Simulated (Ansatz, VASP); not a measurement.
Bi: VASP beside Ansatz

```
Bi
1.0
    -1.94098    1.94098    1.94098
     1.94098   -1.94098    1.94098
     1.94098    1.94098   -1.94098
Bi
1
Cartesian
  0.0000 0.0000 0.0000
```

Change from the starting cell: volume scaled by 0.94.

Alike in both runs: task single point; functional LDA; k mesh 9 × 9 × 9; occupations fermi-dirac, width 0.05 eV; no spin polarisation.

|  | VASP | Ansatz |
| --- | --- | --- |
| version | VASP 6.6.1 | Ansatz 0.2.0 |
| potentials or method | VASP PAW LDA potentials, release 64 (Bi_d), cutoff 520 eV | all-electron LAPW, scalar-relativistic |

Ansatz gave:

```
gap on the k mesh at the Fermi level (eV) : none
pressure (GPa)                            : 0.2
```

Question: Which values does VASP return?

Answer: gap on the k mesh at the Fermi level (eV): none; pressure (GPa): 0.3.

LDA's correlation is that of Perdew and Zunger in VASP and of Perdew and Wang (1992) in Ansatz. A gap of «none» marks a metal or a gap that the smearing closes. Ansatz ran all-electron here, and VASP with PAW potentials.

Neither program's run includes spin-orbit coupling.
